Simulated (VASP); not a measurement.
# MgTlF (P4/mmm) in VASP: relaxation of cell and atoms with PBE

Aim: the relaxation of cell and atoms of MgTlF with PBE.

Everything below comes from runs of VASP 6.6.1. Logs are shortened: lines on timing, memory, paths and dates and some standing lists are left out, and cuts for length are marked.

### 1 The cell of the first run

It takes space group P4/mmm (No. 123, tetragonal). The conventional cell has a = 3.114 Å, b = 3.114 Å, c = 6.139 Å, α = 90.00°, β = 90.00°, γ = 90.00°. Within 2.9 Å of Mg (site symmetry 4/mmm) lie 4 F at 2.20 Å. Tl (site symmetry 4/mmm) has 2 Mg at 3.07 Å and 4 Tl at 3.11 Å and 8 F at 3.78 Å within 4.0 Å. F (site symmetry 4/mmm) has 4 Mg at 2.20 Å within 2.9 Å.

### 2 Relaxation of cell and atoms, PBE

Input file INCAR:

```
SYSTEM = MgTlF
PREC = Accurate
ENCUT = 600
EDIFF = 1E-6
ISMEAR = 0
SIGMA = 0.1
LREAL = .FALSE.
LASPH = .TRUE.
NELM = 100
ALGO = Normal
ISIF = 3
LWAVE = .FALSE.
LCHARG = .FALSE.
GGA = PE
IBRION = 2
NSW = 100
EDIFFG = -0.01
```

Input file KPOINTS:

```
Automatic mesh
0
G
  14 14 8
  0 0 0
```

Input file POSCAR:

```
MgTlF
1.0
    3.1144570801      0.0000000000      0.0000000000
    0.0000000000      3.1144570801      0.0000000000
    0.0000000000      0.0000000000      6.1394310514
Mg Tl F
1 1 1
Direct
    0.0000000000      0.0000000000      0.5000000000
    0.0000000000      0.0000000000      0.0000000000
    0.5000000000      0.5000000000      0.5000000000
```

Potentials or basis: VASP PAW PBE potentials, release 64 (Mg, Tl_d, F).

Run with:

```bash
$ cat potpaw_PBE.64/Mg/POTCAR potpaw_PBE.64/Tl_d/POTCAR potpaw_PBE.64/F/POTCAR > POTCAR
$ mpirun -np 1 vasp_std > vasp.out
```

OUTCAR:

```text
SYSTEM = MgTlF
   PREC = Accurate
   ENCUT = 600
   EDIFF = 1E-6
   ISMEAR = 0
   LREAL = .FALSE.
   LASPH = .TRUE.
   NELM = 100
   ISIF = 3
   GGA = PE
   IBRION = 2
   NSW = 100
   EDIFFG = -0.01

 ion  position               nearest neighbor table
   1  0.000  0.000  0.500-   3 2.20   3 2.20   3 2.20   3 2.20   2 3.07   2 3.07
   2  0.000  0.000  0.000-   1 3.07   1 3.07
   3  0.500  0.500  0.500-   1 2.20   1 2.20   1 2.20   1 2.20

  LATTYP: Found a simple tetragonal cell.
 ALAT       =     3.1144570801
 C/A-ratio  =     1.9712684726

  Lattice vectors:

 A1 = (   3.1144570801,   0.0000000000,   0.0000000000)
 A2 = (   0.0000000000,   3.1144570801,   0.0000000000)
 A3 = (   0.0000000000,   0.0000000000,   6.1394310514)

Analysis of symmetry for initial positions (statically):
=====================================================================
 Subroutine PRICEL returns:
 Original cell was already a primitive cell.

 Routine SETGRP: Setting up the symmetry group for a
 simple tetragonal supercell.

 Subroutine GETGRP returns: Found 16 space group operations
 (whereof 16 operations were pure point group operations)
 out of a pool of 16 trial point group operations.

The static configuration has the point symmetry D_4h.

Analysis of symmetry for dynamics (positions and initial velocities):
=====================================================================
 Subroutine PRICEL returns:
 Original cell was already a primitive cell.

 Routine SETGRP: Setting up the symmetry group for a
 simple tetragonal supercell.

 Subroutine GETGRP returns: Found 16 space group operations
 (whereof 16 operations were pure point group operations)
 out of a pool of 16 trial point group operations.

The dynamic configuration has the point symmetry D_4h.

 Subroutine INISYM returns: Found 16 space group operations
 (whereof 16 operations are pure point group operations),
 and found     1 'primitive' translations

----------------------------------------------------------------------------------------

                                     Primitive cell

  volume of cell :      59.5515

  direct lattice vectors                    reciprocal lattice vectors
     3.114457080  0.000000000  0.000000000     0.321083250  0.000000000  0.000000000
     0.000000000  3.114457080  0.000000000     0.000000000  0.321083250  0.000000000
     0.000000000  0.000000000  6.139431051     0.000000000  0.000000000  0.162881543

  length of vectors
     3.114457080  3.114457080  6.139431051     0.321083250  0.321083250  0.162881543

  position of ions in fractional coordinates (direct lattice)
     0.000000000  0.000000000  0.500000000
     0.000000000  0.000000000  0.000000000
     0.500000000  0.500000000  0.500000000

  ion indices of the primitive-cell ions
   primitive index   ion index
                 1           1
                 2           2
                 3           3

----------------------------------------------------------------------------------------

 KPOINTS: Automatic mesh

Automatic generation of k-mesh.
 Grid dimensions read from file:
 generate k-points for:   14   14    8

 Generating k-lattice:

  Cartesian coordinates                     Fractional coordinates (reciprocal lattice)
     0.022934518  0.000000000  0.000000000     0.071428571  0.000000000  0.000000000
     0.000000000  0.022934518  0.000000000     0.000000000  0.071428571  0.000000000
     0.000000000  0.000000000  0.020360193     0.000000000  0.000000000  0.125000000

  Length of vectors
     0.022934518  0.022934518  0.020360193

  Shift w.r.t. Gamma in fractional coordinates (k-lattice)
     0.000000000  0.000000000  0.000000000

 Subroutine IBZKPT returns following result:
 ===========================================

 Found    180 irreducible k-points:

 Following reciprocal coordinates:
            Coordinates               Weight
  0.000000  0.000000  0.000000      1.000000
  0.071429  0.000000  0.000000      4.000000
  0.142857  0.000000  0.000000      4.000000
  0.214286  0.000000  0.000000      4.000000
  0.285714  0.000000  0.000000      4.000000
  0.357143  0.000000  0.000000      4.000000
[... 16 lines left out ...]
  0.285714  0.214286  0.000000      8.000000
  0.357143  0.214286  0.000000      8.000000
 [... further k-points ...]
   k-points           NKPTS =    180   k-points in BZ     NKDIM =    180   number of bands    NBANDS=     15
   number of dos      NEDOS =    301   number of ions     NIONS =      3
   total plane-waves  NPLWV =  39200
   dimension x,y,z NGX =    28 NGY =   28 NGZ =   50
   dimension x,y,z NGXF=    56 NGYF=   56 NGZF=  100
   ions per type =               1   1   1
   NGX,Y,Z   is equivalent  to a cutoff of  14.95, 14.95, 13.54 a.u.
   NGXF,Y,Z  is equivalent  to a cutoff of  29.89, 29.89, 27.08 a.u.
 SYSTEM =  MgTlF
   PREC   = accura    normal or accurate (medium, high low for compatibility)
   ISTART =      0    job   : 0-new  1-cont  2-samecut
   ICHARG =      2    charge: 1-file 2-atom 10-const
   ISPIN  =      1    spin polarized calculation?
   LNONCOLLINEAR =      F non collinear calculations
   LSORBIT =      F    spin-orbit coupling
   LASPH  =      T    aspherical Exc in radial PAW
   ENCUT  =  600.0 eV  44.10 Ry    6.64 a.u.   6.22  6.22 12.26*2*pi/ulx,y,z
   NELM   =    100;   NELMIN=  2; NELMDL= -5     # of ELM steps
   EDIFF  = 0.1E-05   stopping-criterion for ELM
   LREAL  =      F    real-space projection
   EDIFFG = -.1E-01   stopping-criterion for IOM
   NSW    =    100    number of steps for IOM
   IBRION =      2    ionic relax: 0-MD 1-quasi-New 2-CG
   NFREE  =      1    steps in history (QN), initial steepest desc. (CG)
   ISIF   =      3    stress and relaxation
   ISYM   =      2    0-nonsym 1-usesym 2-fastsym
   POTIM  = 0.5000    time-step for ionic-motion
   TEBEG  =    0.0;   TEEND  =   0.0 temperature during run
   PSTRESS=    0.0 pullay stress
   NELECT =      22.0000    total number of electrons
   NUPDOWN=      -1.0000    fix difference up-down
   EMIN   =  10.00;   EMAX   =-10.00  energy-range for DOS
   EFERMI =   0.00;   METHOD = LEGACY
   ISMEAR =     0;   SIGMA  =   0.10  broadening in eV -4-tet -1-fermi 0-gaus
   EFERMI_NEDOS =   21; number of points for ismear=-14 and -15
   IALGO  =     38    algorithm
   IMIX   =      4    mixing-type and parameters
     AMIX     =   0.40;   BMIX     =  1.00
     AMIX_MAG =   1.60;   BMIX_MAG =  1.00
  volume/ion in A,a.u.               =      19.85       133.96
  Fermi-wavevector in a.u.,A,eV,Ry     =   1.174676  2.219816 18.774187  1.379864
  Thomas-Fermi vector in A             =   2.311069
   LORBIT       =      0    0 simple, 1 ext, 2 COOP (PROOUT), +10 PAW based schemes
   GGA     = PE    functional components
   LHFCALC =     F    Hartree Fock is set to
   AEXX    =    0.0000 exact exchange contribution
   IVDW    =     0    specifies the selected vdW correction
   LEPSILON=     F    determine dielectric tensor
   LRPA    =     F    only Hartree local field effects (RPA)
 conjugate gradient relaxation of ions
 non-spin polarized calculation
 Gauss-broadening in eV      SIGMA  =   0.10
  energy-cutoff  :      600.00
  volume of cell :       59.55
 maximum number of plane-waves:      2016
 NGX is ok and might be reduce to    28
   NGX = 13   NGY = 13   NGZ = 25

--------------------------------------- Ionic step        1  -------------------------------------------

 number of electron      21.9999990 magnetization

 Free energy of the ion-electron system (eV)
  ---------------------------------------------------
  ext. energy  EPLUGINS =         0.00000000
  ---------------------------------------------------
  free energy    TOTEN  =        -9.59417666 eV

  energy without entropy =       -9.58751836  energy(sigma->0) =       -9.59084751

------------------------ aborting loop because EDIFF is reached ----------------------------------------

  FORCE on cell =-STRESS in cart. coord.  units (eV):
  Direction    XX          YY          ZZ          XY          YZ          ZX
  --------------------------------------------------------------------------------------
  -------------------------------------------------------------------------------------
  Total       -0.2182143     -0.2182143      0.1679172      0.0000000      0.0000000     -0.0000000
  in kB       -5.8708505     -5.8708505      4.5176532      0.0000000      0.0000000     -0.0000000
  external PRESSURE =      -2.4080159 kB  Pullay stress =       0.0000000 kB
[... 170 lines left out ...]
  energy  without entropy=       -9.5890328391  energy(sigma->0) =       -9.59231387

--------------------------------------- Ionic step        6  -------------------------------------------

 number of electron      21.9999994 magnetization

 Free energy of the ion-electron system (eV)
  ---------------------------------------------------
  ext. energy  EPLUGINS =         0.00000000
  ---------------------------------------------------
  free energy    TOTEN  =        -9.59561346 eV

  energy without entropy =       -9.58904584  energy(sigma->0) =       -9.59232965

 E-fermi :   5.0194     XC(G=0):  -9.4897

 val. band max:        5.0168864524   @ k =   0.5000   0.0714   0.1250
 cond. band min:       5.0212699443   @ k =   0.5000   0.0714   0.0000
 fundamental gap:      0.0043834919
 Fermi energy:         5.0193522125

 k-point     1 :       0.0000    0.0000    0.0000
  band No.  band energies     occupation
      1     -21.0521      2.00000
      2      -7.2813      2.00000
      3      -6.9486      2.00000
      4      -6.2667      2.00000
      5      -6.2667      2.00000
      6      -6.0956      2.00000
      7      -3.8332      2.00000
      8      -2.4601      2.00000
      9      -2.3948      2.00000
     10      -2.3948      2.00000
     11       3.5222      2.00000
     12       4.3521      2.00000
     13      12.2144      0.00000
     14      13.1903      0.00000
     15      13.1903      0.00000
[... 397 lines left out ...]
 k-point    24 :       0.3571    0.2143    0.0000
  band No.  band energies     occupation
      1     -20.8801      2.00000
      2      -6.6675      2.00000
      3      -6.6307      2.00000
      4      -6.5784      2.00000
      5      -6.4108      2.00000
      6      -6.3380      2.00000
      7      -3.6624      2.00000
      8      -2.9004      2.00000
      9      -1.9394      2.00000
     10      -0.8945      2.00000
     11       5.2653      0.00050
     12       5.5814      0.00000
     13       7.5251      0.00000
     14      10.2431      0.00000
     15      11.2817      0.00000

 [... further k-points ...]

------------------------ aborting loop because EDIFF is reached ----------------------------------------

  FORCE on cell =-STRESS in cart. coord.  units (eV):
  Direction    XX          YY          ZZ          XY          YZ          ZX
  --------------------------------------------------------------------------------------
  -------------------------------------------------------------------------------------
  Total       -0.0014493     -0.0014493     -0.0069220      0.0000000     -0.0000000      0.0000000
  in kB       -0.0390600     -0.0390600     -0.1865505      0.0000000     -0.0000000      0.0000000
  external PRESSURE =      -0.0882235 kB  Pullay stress =       0.0000000 kB
[... 18 lines left out ...]
  FREE ENERGIE OF THE ION-ELECTRON SYSTEM (eV)
  ---------------------------------------------------
  free  energy   TOTEN  =        -9.5956134601 eV

  energy  without entropy=       -9.5890458439  energy(sigma->0) =       -9.59232965

 reached required accuracy - stopping structural energy minimisation
```

Run time: 4.4 min. Hardware: 1 thread of AMD EPYC 9R45 (Zen 5), shared host; peak memory 0.36 GiB.

What came out:

```
Free energy                           : -9.5956 eV
Relaxed volume                        : 19.82 Å³/atom
Relaxed cell                          : a = 3.102 Å, b = 3.102 Å, c = 6.179 Å, α = 90.00°, β = 90.00°, γ = 90.00°
Space group after relaxing (to 0.1 Å) : P4/mmm (No. 123)
Energy gained by relaxing             : 0.5 meV/atom
Ionic steps                           : 6
Pressure after relaxing               : 0.0 GPa
Band gap on the k mesh                : zero (bands 11 and 12 overlap by 1.89 eV)
```

Step by step:
```tsv
step	energy change (eV)	largest force (eV/Å)	pressure (GPa)	volume (Å³)
1	0.0000	0.0000	-0.24	59.55
2	-0.0013	0.0000	0.00	59.29
3	-0.0013	0.0000	0.13	59.20
4	-0.0013	0.0000	0.11	59.21
5	-0.0014	0.0000	0.06	59.32
6	-0.0014	0.0000	-0.01	59.45
```

Final structure:
```xyz
3
Lattice="3.1017 0.0000 0.0000 0.0000 3.1017 0.0000 0.0000 0.0000 6.1794" Properties=species:S:1:pos:R:3 pbc="T T T"
Mg    0.0000    0.0000    3.0897
Tl    0.0000    0.0000    0.0000
F     1.5509    1.5509    3.0897
```

Caveat: spin-orbit coupling is left out, which moves the levels of the heavy elements.
